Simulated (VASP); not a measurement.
Write the native input for VASP 6.6.1 that does the following.

- Task: relaxation of the atoms
- Functional: PBE
- Potentials or basis: VASP PAW PBE potentials, release 64 (Fe, Si)
- Cutoff: 520 eV
- k mesh: 8 × 8 × 8
- Occupations: gaussian, width 0.01 eV
- Spin: no spin polarisation
- Dipole correction: no
- Further INCAR settings: ALGO = Normal; EDIFF = 1e-07; IBRION = 2; EDIFFG = -0.01; NSW = 50

The structure of FeSi lies in POSCAR:

```
FeSi
1.0
    4.3572325435      0.0000000000      0.0000000000
    0.0000000000      4.3572325435      0.0000000000
    0.0000000000      0.0000000000      4.3572325435
Fe Si
4 4
Direct
    0.1373197993      0.1373197993      0.1373197993
    0.3626802007      0.8626802007      0.6373197993
    0.6373197993      0.3626802007      0.8626802007
    0.8626802007      0.6373197993      0.3626802007
    0.8413171412      0.8413171412      0.8413171412
    0.6586828588      0.1586828588      0.3413171412
    0.3413171412      0.6586828588      0.1586828588
    0.1586828588      0.3413171412      0.6586828588
```

This cell differs from its parent crystal: volume scaled by 0.94.

These files were run (other wordings do the same):

INCAR

```
  ALGO = Normal
  EDIFF = 1E-7
  EDIFFG = -0.01
  ENCUT = 520
  GGA = PE
  IBRION = 2
  ISIF = 2
  ISMEAR = 0
  LASPH = True
  LCHARG = False
  LREAL = False
  LWAVE = False
  NELM = 100
  NSW = 50
  PREC = Accurate
  SIGMA = 0.01
```

KPOINTS

```
k-points
0
Gamma
  8 8 8
```

Potentials or basis: VASP PAW PBE potentials, release 64 (Fe, Si).

Launch:

```sh
$ cat potpaw_PBE.64/Fe/POTCAR potpaw_PBE.64/Si/POTCAR > POTCAR
$ mpirun -np 1 vasp_std > vasp.out
```

Results of the run:

- Energy gained by relaxing: 0.6 meV/atom
- Ionic steps: 3
- Pressure after relaxing: 15.8 GPa
- Band gap on the k mesh: 0.15 eV, indirect (least direct gap 0.17 eV)

Run time: 2.4 min on 1 thread of Intel Xeon 6975P-C (shared host), peak memory 0.24 GiB.
